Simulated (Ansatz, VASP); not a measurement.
Ga3Mo in VASP and in Ansatz

```
Ga Mo
1.0
     6.53701    0.00000    0.00000
     0.00000    6.53701    0.00000
     0.00000    0.00000    7.38819
Ga Mo
12 4
Direct
  0.50000 0.00000 0.50000
  0.00000 0.50000 0.50000
  0.66934 0.33066 0.75140
  0.66934 0.33066 0.24860
  0.33066 0.66934 0.24860
  0.33066 0.66934 0.75140
  0.50000 0.00000 0.00000
  0.00000 0.50000 0.00000
  0.16934 0.16934 0.25140
  0.16934 0.16934 0.74860
  0.83066 0.83066 0.25140
  0.83066 0.83066 0.74860
  0.86491 0.13509 0.50000
  0.13509 0.86491 0.50000
  0.36491 0.36491 0.00000
  0.63509 0.63509 0.00000
```

Alike in both runs: functional PBE; k mesh 3 × 3 × 3; occupations gaussian, width 0.2 eV; no spin polarisation.

Ansatz relaxed the structure, and its values are those at the end. VASP's run is a single point on that final structure, the one shown.

|  | VASP | Ansatz |
| --- | --- | --- |
| version | VASP 6.6.1 | Ansatz 0.2.0 |
| potentials or method | VASP PAW PBE potentials, release 64 (Ga_d, Mo_sv), cutoff 520 eV | scalar-relativistic, plane waves, PAW |
| valence electrons in the cell | 212 | 212 |

VASP gave:

| Item | Value |
| --- | --- |
| gap on the k mesh at the Fermi level (eV) | 0.45 |
| least direct gap on the mesh (eV) | 0.64 |
| pressure (GPa) | 0.8 |
| rms of the force components (eV/Å) | 0.044 |

Q: Which values does Ansatz return?

A: gap on the k mesh at the Fermi level (eV): 0.46; least direct gap on the mesh (eV): 0.64; pressure (GPa): 0.6; rms of the force components (eV/Å): 0.043.

The functional is the same, so the differences come from potentials, cutoffs and numerics.
